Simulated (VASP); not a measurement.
PbSe (Clausthalite), 2 atoms in the cell. The structure is cubic, space group Fm-3m (No. 225). Conventional cell: a = 6.139 Å, b = 6.139 Å, c = 6.139 Å, α = 90.00°, β = 90.00°, γ = 90.00°. Pb (site symmetry m-3m) has 6 Se at 3.07 Å within 4.0 Å. Se (site symmetry m-3m) has 6 Pb at 3.07 Å within 4.0 Å. 

```yaml
Program: VASP 6.6.1
Task: dielectric tensor
Functional: PBE
Potentials_or_basis: VASP PAW PBE potentials, release 64 (Pb_d, Se)
Cutoff: 520 eV
k_mesh: 6 × 6 × 6
Occupations: gaussian, width 0.01 eV
Spin: no spin polarisation
Dipole_correction: no
Further_INCAR_settings: ALGO = Normal; EDIFF = 1e-08
```

Potentials or basis: VASP PAW PBE potentials, release 64 (Pb_d, Se).

Launch:

```bash
$ cat potpaw_PBE.64/Pb_d/POTCAR potpaw_PBE.64/Se/POTCAR > POTCAR
$ mpirun -np 1 vasp_std > vasp.out
```

Hardware: 1 thread of AMD EPYC 9R45 (Zen 5) (shared host).

**Question.** How long does it take, and how much memory?

**Answer.** Run time: 110 s on 1 thread of AMD EPYC 9R45 (Zen 5), with other jobs on the host, peak memory 0.21 GiB. Counts: scf iterations 150, k points 16.
